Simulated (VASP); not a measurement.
**Ti2O: relaxation of shape and atoms at fixed volume with PBEsol**

The system is Ti2O.

```
CELL_PARAMETERS angstrom
2.93350 0.00000 0.00000
-1.46675 2.54048 0.00000
0.00000 0.00000 4.69748
ATOMIC_POSITIONS crystal
Ti 0.66667 0.33333 0.26209
Ti 0.33333 0.66667 0.73791
O 0.00000 0.00000 0.00000
```

This cell differs from its parent crystal: volume scaled by 0.98.

- Program: VASP 6.6.1
- Task: relaxation of shape and atoms at fixed volume
- Functional: PBEsol
- Potentials or basis: VASP PAW PBE potentials, release 64 (Ti_sv, O)
- Cutoff: 600 eV
- k mesh: 18 × 18 × 10
- Occupations: fermi-dirac, width 0.15 eV
- Spin: no spin polarisation
- Dipole correction: no
- Further INCAR settings: ALGO = Normal; EDIFF = 1e-06; IBRION = 2; EDIFFG = -0.001; NSW = 80; ISIF = 4

- Energy gained by relaxing: 0.3 meV/atom
- Ionic steps: 5
- Pressure after relaxing: 4.3 GPa
- Band gap on the k mesh: zero (band 15 reaches 10.68 eV, above the bottom of band 16 at 9.89 eV)

Step by step:
| step | energy change (eV) | largest force (eV/Å) | pressure (GPa) | volume (Å³) |
| --- | --- | --- | --- | --- |
| 1 | 0.0000 | 0.1156 | 4.55 | 35.01 |
| 2 | -0.0007 | 0.0190 | 4.37 | 35.01 |
| 3 | -0.0008 | 0.0016 | 4.36 | 35.01 |
| 4 | -0.0009 | 0.0005 | 4.29 | 35.01 |
| 5 | -0.0009 | 0.0001 | 4.30 | 35.01 |

Final structure:
```
CELL_PARAMETERS angstrom
2.93085 0.00000 0.00000
-1.46542 2.53819 0.00000
0.00000 0.00000 4.70596
ATOMIC_POSITIONS crystal
Ti 0.66667 0.33333 0.26376
Ti 0.33333 0.66667 0.73624
O 0.00000 0.00000 0.00000
```

Levels at points of the mesh, in eV from the Fermi level:
```tsv
k point	band 11	band 12	band 13	band 14	band 15	band 16	band 17	band 18	band 19
(0.00, 0.00, 0.00)	-6.37	-6.37	-3.64	-0.02	0.19	0.59	0.59	1.10	1.10
(0.50, 0.00, 0.00)	-7.18	-6.78	-2.75	-1.30	-0.47	1.32	1.85	2.99	3.01
(0.00, 0.00, 0.50)	-6.44	-6.44	-1.74	-1.63	0.10	0.10	1.33	2.08	2.08
(0.50, 0.00, 0.50)	-7.22	-6.70	-1.71	-1.24	-0.58	-0.19	1.12	2.78	3.01
```

Wall time 7.2 min on 1 thread of Intel Xeon 6975P-C (shared host), peak memory 0.37 GiB.

Caveat: the cell differs from its parent crystal (volume scaled by 0.98); the PAW data sets were made with another functional, which shifts forces and pressure a little.
